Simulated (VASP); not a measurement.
# WC in VASP: further runs

The runs below take WC through single point, relaxation of shape and atoms at fixed volume, with r2SCAN.

Everything below comes from runs of VASP 6.6.1. Logs are shortened: lines on timing, memory, paths and dates and some standing lists are left out, and cuts for length are marked.

**1. The cell of the first run**

It takes space group Cm (No. 8, monoclinic). The conventional cell has a = 5.044 Å, b = 2.912 Å, c = 2.837 Å, α = 90.00°, β = 91.72°, γ = 90.00°. Within 3.0 Å of W (site symmetry m) lie 6 C at 2.17 to 2.23 Å and 8 W at 2.84 to 2.91 Å. C (site symmetry m) has 6 W at 2.17 to 2.23 Å and 8 C at 2.84 to 2.91 Å within 3.0 Å.

**2. Single point, r2SCAN**

The input, POSCAR:

```
WC
1.0
    2.9118677777      0.0000000000      0.0000000000
   -1.4559338889      2.5217514680      0.0378262720
    0.0000000000      0.0425541224      2.8369414953
W C
1 1
Direct
    0.0000000000      0.0000000000      0.0000000000
    0.6666666667      0.3333333333      0.5000000000
```

The input, INCAR.step1:

```
PREC = Accurate
ENCUT = 910
ISMEAR = 0
SIGMA = 0.05
LREAL = F
LASPH = T
NELM = 120
NBANDS = 16
GGA = PE
ALGO = Normal
EDIFF = 1E-5
LWAVE = T
LCHARG = F
GGA_COMPAT = F
```

The input, INCAR.step2:

```
PREC = Accurate
ENCUT = 910
EDIFF = 1E-6
ISMEAR = 0
SIGMA = 0.05
LREAL = F
LASPH = T
NELM = 120
ALGO = Normal
ISIF = 2
LWAVE = F
LCHARG = F
METAGGA = R2SCAN
LMIXTAU = T
NBANDS = 16
ISTART = 1
GGA_COMPAT = F
```

The input, KPOINTS:

```
Automatic mesh
0
Gamma
  14 14 12
```

Potentials or basis: VASP PAW PBE potentials, release 64 (W_sv, C_h).

Launch:

```bash
cat potpaw_PBE.64/W_sv/POTCAR potpaw_PBE.64/C_h/POTCAR > POTCAR
cp INCAR.step1 INCAR
mpirun -np 1 vasp_std > vasp.out
cp INCAR.step2 INCAR
mpirun -np 1 vasp_std > vasp.out
```

OUTCAR:

```text
PREC = Accurate
   ENCUT = 910
   EDIFF = 1E-6
   ISMEAR = 0
   LREAL = F
   LASPH = T
   NELM = 120
   ISIF = 2
   METAGGA = R2SCAN
   ISTART = 1

 ion  position               nearest neighbor table
   1  0.000  0.000  0.000-   2 2.17   2 2.18   2 2.18   2 2.22   2 2.22   2 2.23
   2  0.667  0.333  0.500-   1 2.17   1 2.18   1 2.18   1 2.22   1 2.22   1 2.23

  LATTYP: Found a base centered monoclinic cell.
 ALAT       =     5.0440702982
 B/A-ratio  =     0.5772853282
 C/A-ratio  =     0.5624942686
 COS(beta)  =    -0.0299932515

  Lattice vectors:

 A1 = (  -1.4559338888,  -2.5217514680,  -0.0378262720)
 A2 = (   1.4559338889,  -2.5217514680,  -0.0378262720)
 A3 = (   0.0000000000,   0.0425541224,   2.8369414953)

Analysis of symmetry for initial positions (statically):
=====================================================================
 Subroutine PRICEL returns:
 Original cell was already a primitive cell.

 Routine SETGRP: Setting up the symmetry group for a
 base centered monoclinic supercell.

 Subroutine GETGRP returns: Found  2 space group operations
 (whereof  2 operations were pure point group operations)
 out of a pool of  4 trial point group operations.

The static configuration has the point symmetry C_1h.

Analysis of symmetry for dynamics (positions and initial velocities):
=====================================================================
 Subroutine PRICEL returns:
 Original cell was already a primitive cell.

 Routine SETGRP: Setting up the symmetry group for a
 base centered monoclinic supercell.

 Subroutine GETGRP returns: Found  2 space group operations
 (whereof  2 operations were pure point group operations)
 out of a pool of  4 trial point group operations.

The dynamic configuration has the point symmetry C_1h.

 Subroutine INISYM returns: Found  2 space group operations
 (whereof  2 operations are pure point group operations),
 and found     1 'primitive' translations

----------------------------------------------------------------------------------------

                                     Primitive cell

  volume of cell :      20.8270

  direct lattice vectors                    reciprocal lattice vectors
     2.911867778  0.000000000  0.000000000     0.343422187  0.198319514 -0.002974793
    -1.455933889  2.521751468  0.037826272     0.000000000  0.396639028 -0.005949585
     0.000000000  0.042554122  2.836941495     0.000000000 -0.005288574  0.352571617

  length of vectors
     2.911867778  2.912113456  2.837260633     0.396583254  0.396683647  0.352611279

  position of ions in fractional coordinates (direct lattice)
     0.000000000  0.000000000  0.000000000
     0.666666667  0.333333333  0.500000000

  ion indices of the primitive-cell ions
   primitive index   ion index
                 1           1
                 2           2

----------------------------------------------------------------------------------------

 KPOINTS: Automatic mesh

Automatic generation of k-mesh.
 Grid dimensions read from file:
 generate k-points for:   14   14   12

 Generating k-lattice:

  Cartesian coordinates                     Fractional coordinates (reciprocal lattice)
     0.024530156  0.014165680 -0.000212485     0.071428571  0.000000000  0.000000000
     0.000000000  0.028331359 -0.000424970     0.000000000  0.071428571 -0.000000000
     0.000000000 -0.000440715  0.029380968     0.000000000  0.000000000  0.083333333

  Length of vectors
     0.028327375  0.028334546  0.029384273

  Shift w.r.t. Gamma in fractional coordinates (k-lattice)
     0.000000000  0.000000000  0.000000000

 Subroutine IBZKPT returns following result:
 ===========================================

 Found    639 irreducible k-points:

 Following reciprocal coordinates:
            Coordinates               Weight
  0.000000  0.000000  0.000000      1.000000
  0.071429 -0.000000  0.000000      4.000000
  0.142857 -0.000000  0.000000      4.000000
  0.214286  0.000000  0.000000      4.000000
  0.285714 -0.000000  0.000000      4.000000
  0.357143 -0.000000 -0.000000      4.000000
[... 16 lines left out ...]
  0.071429  0.142857 -0.000000      4.000000
  0.142857  0.142857  0.000000      4.000000
 [... further k-points ...]
   k-points           NKPTS =    639   k-points in BZ     NKDIM =    639   number of bands    NBANDS=     16
   number of dos      NEDOS =    301   number of ions     NIONS =      2
   total plane-waves  NPLWV =  25200
   dimension x,y,z NGX =    30 NGY =   30 NGZ =   28
   dimension x,y,z NGXF=    60 NGYF=   60 NGZF=   56
   ions per type =               1   1
   NGX,Y,Z   is equivalent  to a cutoff of  17.13, 17.13, 16.41 a.u.
   NGXF,Y,Z  is equivalent  to a cutoff of  34.26, 34.25, 32.81 a.u.
 SYSTEM =  unknown system
   PREC   = accura    normal or accurate (medium, high low for compatibility)
   ISTART =      1    job   : 0-new  1-cont  2-samecut
   ICHARG =      0    charge: 1-file 2-atom 10-const
   ISPIN  =      1    spin polarized calculation?
   LNONCOLLINEAR =      F non collinear calculations
   LSORBIT =      F    spin-orbit coupling
   LASPH  =      T    aspherical Exc in radial PAW
   ENCUT  =  910.0 eV  66.88 Ry    8.18 a.u.   7.16  7.16  6.98*2*pi/ulx,y,z
   NELM   =    120;   NELMIN=  2; NELMDL=  0     # of ELM steps
   EDIFF  = 0.1E-05   stopping-criterion for ELM
   LREAL  =      F    real-space projection
   EDIFFG = 0.1E-04   stopping-criterion for IOM
   NSW    =      0    number of steps for IOM
   IBRION =     -1    ionic relax: 0-MD 1-quasi-New 2-CG
   NFREE  =      0    steps in history (QN), initial steepest desc. (CG)
   ISIF   =      2    stress and relaxation
   ISYM   =      2    0-nonsym 1-usesym 2-fastsym
   POTIM  = 0.5000    time-step for ionic-motion
   TEBEG  =    0.0;   TEEND  =   0.0 temperature during run
   PSTRESS=    0.0 pullay stress
   NELECT =      18.0000    total number of electrons
   NUPDOWN=      -1.0000    fix difference up-down
   EMIN   =  10.00;   EMAX   =-10.00  energy-range for DOS
   EFERMI =   0.00;   METHOD = LEGACY
   ISMEAR =     0;   SIGMA  =   0.05  broadening in eV -4-tet -1-fermi 0-gaus
   EFERMI_NEDOS =   21; number of points for ismear=-14 and -15
   IALGO  =     38    algorithm
   IMIX   =      4    mixing-type and parameters
     AMIX     =   0.40;   BMIX     =  1.00
     AMIX_MAG =   1.60;   BMIX_MAG =  1.00
  volume/ion in A,a.u.               =      10.41        70.27
  Fermi-wavevector in a.u.,A,eV,Ry     =   1.559397  2.946834 33.085562  2.431720
  Thomas-Fermi vector in A             =   2.662762
   LORBIT       =      0    0 simple, 1 ext, 2 COOP (PROOUT), +10 PAW based schemes
   METAGGA = R2SCAN    functional components
   LHFCALC =     F    Hartree Fock is set to
   AEXX    =    0.0000 exact exchange contribution
   IVDW    =     0    specifies the selected vdW correction
   LEPSILON=     F    determine dielectric tensor
   LRPA    =     F    only Hartree local field effects (RPA)
 non-spin polarized calculation
 Gauss-broadening in eV      SIGMA  =   0.05
  energy-cutoff  :      910.00
  volume of cell :       20.83
 maximum number of plane-waves:      1318
 NGX is ok and might be reduce to    30
   NGX = 15   NGY = 15   NGZ = 13

 number of electron      18.0000001 magnetization

 Free energy of the ion-electron system (eV)
  ---------------------------------------------------
  ext. energy  EPLUGINS =         0.00000000
  ---------------------------------------------------
  free energy    TOTEN  =       -61.60468247 eV

  energy without entropy =      -61.60431212  energy(sigma->0) =      -61.60449729

 E-fermi :  11.2341     XC(G=0): -14.9502

 val. band max:       11.2326597986   @ k =   0.0714   0.0000   0.3333
 cond. band min:      11.2375232801   @ k =   0.0714  -0.1429   0.4167
 fundamental gap:      0.0048634816
 Fermi energy:        11.2340660501

 k-point     1 :       0.0000    0.0000    0.0000
  band No.  band energies     occupation
      1     -64.7093      2.00000
      2     -28.0134      2.00000
      3     -27.9143      2.00000
      4     -27.9135      2.00000
      5      -3.9710      2.00000
      6       6.7828      2.00000
[... 8 lines left out ...]
     15      26.4980      0.00000
     16      28.7507      0.00000

 k-point     2 :       0.0714   -0.0000    0.0000
  band No.  band energies     occupation
      1     -64.7062      2.00000
      2     -28.0077      2.00000
      3     -27.9581      2.00000
      4     -27.9241      2.00000
      5      -3.8336      2.00000
      6       6.8294      2.00000
[... 8 lines left out ...]
     15      26.1932      0.00000
     16      29.0501      0.00000

 k-point     3 :       0.1429   -0.0000    0.0000
  band No.  band energies     occupation
      1     -64.6973      2.00000
      2     -28.0811      2.00000
      3     -27.9918      2.00000
      4     -27.9518      2.00000
      5      -3.4392      2.00000
      6       6.5969      2.00000
[... 8 lines left out ...]
     15      25.8338      0.00000
     16      29.8462      0.00000

 k-point     4 :       0.2143    0.0000    0.0000
  band No.  band energies     occupation
      1     -64.6845      2.00000
      2     -28.2551      2.00000
      3     -27.9923      2.00000
      4     -27.9683      2.00000
      5      -2.8395      2.00000
      6       5.8854      2.00000
[... 8 lines left out ...]
     15      25.8982      0.00000
     16      30.4236      0.00000

 k-point     5 :       0.2857   -0.0000    0.0000
  band No.  band energies     occupation
      1     -64.6703      2.00000
      2     -28.4434      2.00000
      3     -28.0361      2.00000
      4     -27.9427      2.00000
      5      -2.1162      2.00000
      6       5.1411      2.00000
[... 8 lines left out ...]
     15      26.6141      0.00000
     16      29.6672      0.00000

 k-point     6 :       0.3571   -0.0000   -0.0000
  band No.  band energies     occupation
      1     -64.6575      2.00000
      2     -28.6090      2.00000
      3     -28.0755      2.00000
      4     -27.9194      2.00000
      5      -1.3842      2.00000
      6       4.5155      2.00000
[... 8 lines left out ...]
     15      26.9011      0.00000
     16      28.7630      0.00000

 k-point     7 :       0.4286    0.0000    0.0000
  band No.  band energies     occupation
      1     -64.6486      2.00000
      2     -28.7215      2.00000
      3     -28.1025      2.00000
      4     -27.9032      2.00000
      5      -0.8051      2.00000
      6       4.0842      2.00000
[... 8 lines left out ...]
     15      25.5216      0.00000
     16      29.8441      0.00000

 k-point     8 :       0.5000    0.0000    0.0000
  band No.  band energies     occupation
      1     -64.6454      2.00000
      2     -28.7612      2.00000
      3     -28.1122      2.00000
      4     -27.8974      2.00000
      5      -0.5766      2.00000
      6       3.9247      2.00000
[... 8 lines left out ...]
     15      24.9192      0.00000
     16      30.4119      0.00000

 k-point     9 :       0.0000    0.0714   -0.0000
  band No.  band energies     occupation
      1     -64.7062      2.00000
      2     -28.0078      2.00000
      3     -27.9586      2.00000
      4     -27.9235      2.00000
      5      -3.8335      2.00000
      6       6.8291      2.00000
[... 8 lines left out ...]
     15      26.1858      0.00000
     16      29.0813      0.00000
[... 172 lines left out ...]
 k-point    19 :      -0.2857    0.0714   -0.0000
  band No.  band energies     occupation
      1     -64.6758      2.00000
      2     -28.3593      2.00000
      3     -28.0312      2.00000
      4     -27.9527      2.00000
      5      -2.4030      2.00000
      6       5.4540      2.00000
[... 8 lines left out ...]
     15      26.2324      0.00000
     16      30.2258      0.00000

 k-point    20 :      -0.2143    0.0714    0.0000
  band No.  band energies     occupation
      1     -64.6893      2.00000
      2     -28.1839      2.00000
      3     -27.9843      2.00000
      4     -27.9762      2.00000
      5      -3.0692      2.00000
      6       6.1718      2.00000
[... 8 lines left out ...]
     15      25.8182      0.00000
     16      30.2104      0.00000

 k-point    21 :      -0.1429    0.0714   -0.0000
  band No.  band energies     occupation
      1     -64.7002      2.00000
      2     -28.0400      2.00000
      3     -27.9969      2.00000
      4     -27.9448      2.00000
      5      -3.5676      2.00000
      6       6.7343      2.00000
[... 8 lines left out ...]
     15      25.9130      0.00000
     16      29.5176      0.00000

 k-point    22 :       0.0000    0.1429    0.0000
  band No.  band energies     occupation
      1     -64.6973      2.00000
      2     -28.0817      2.00000
      3     -27.9917      2.00000
      4     -27.9514      2.00000
      5      -3.4387      2.00000
      6       6.5961      2.00000
[... 8 lines left out ...]
     15      25.8210      0.00000
     16      29.9109      0.00000

 k-point    23 :       0.0714    0.1429   -0.0000
  band No.  band energies     occupation
      1     -64.6893      2.00000
      2     -28.1845      2.00000
      3     -27.9830      2.00000
      4     -27.9771      2.00000
      5      -3.0683      2.00000
      6       6.1726      2.00000
[... 8 lines left out ...]
     15      25.8041      0.00000
     16      30.3121      0.00000

 k-point    24 :       0.1429    0.1429    0.0000
  band No.  band energies     occupation
      1     -64.6778      2.00000
      2     -28.3216      2.00000
      3     -28.0370      2.00000
      4     -27.9565      2.00000
      5      -2.4995      2.00000
      6       5.5910      2.00000
[... 8 lines left out ...]
     15      26.0898      0.00000
     16      30.2394      0.00000

 [... further k-points ...]

------------------------ aborting loop because EDIFF is reached ----------------------------------------

  FORCE on cell =-STRESS in cart. coord.  units (eV):
  Direction    XX          YY          ZZ          XY          YZ          ZX
  --------------------------------------------------------------------------------------
  -------------------------------------------------------------------------------------
  Total        0.2457368      0.2939641      0.3181479     -0.0000000     -1.2490935      0.0000000
  in kB       18.9040213     22.6140449     24.4744550     -0.0000000    -96.0901644      0.0000000
  external PRESSURE =      21.9975071 kB  Pullay stress =       0.0000000 kB

 VOLUME and BASIS-vectors are now :
 -----------------------------------------------------------------------------
  energy-cutoff  :      910.00
  volume of cell :       20.83
      direct lattice vectors                 reciprocal lattice vectors
     2.911867778  0.000000000  0.000000000     0.343422187  0.198319514 -0.002974793
    -1.455933889  2.521751468  0.037826272     0.000000000  0.396639028 -0.005949585
     0.000000000  0.042554122  2.836941495     0.000000000 -0.005288574  0.352571617

 POSITION                                       TOTAL-FORCE (eV/Angst)
 -----------------------------------------------------------------------------------
      0.00000      0.00000      0.00000        -0.000000      0.026462     -0.000312
      1.45593      0.86186      1.43108         0.000000     -0.026462      0.000312
 -----------------------------------------------------------------------------------
    total drift:                               -0.000000      0.000011      0.000031

  FREE ENERGIE OF THE ION-ELECTRON SYSTEM (eV)
  ---------------------------------------------------
  free  energy   TOTEN  =       -61.6046824660 eV

  energy  without entropy=      -61.6043121184  energy(sigma->0) =      -61.60449729
```

Wall time 13 min (1 thread of Intel Xeon 6975P-C (Granite Rapids), shared host); peak memory 0.56 GiB.

What came out:

```yaml
Free_energy: -61.6047 eV
Pressure: 2.2 GPa
Largest_force: 0.026 eV/Å
Band_gap_on_the_k_mesh: zero (bands 9 and 10 overlap by 1.32 eV)
```

Forces on the atoms (eV/Å):
```
W    0.000  0.026  0.000
C    0.000 -0.026  0.000
```

Caveat: the cutoff is under 1.25 times the usual one of these potentials, so pressure, stress and relaxed cells hold a basis-set (Pulay) error; the PAW data sets were made with another functional, which shifts forces and pressure a little; spin-orbit coupling is left out, which moves the levels of the heavy elements.

(Part 1 of 2 ends here.)
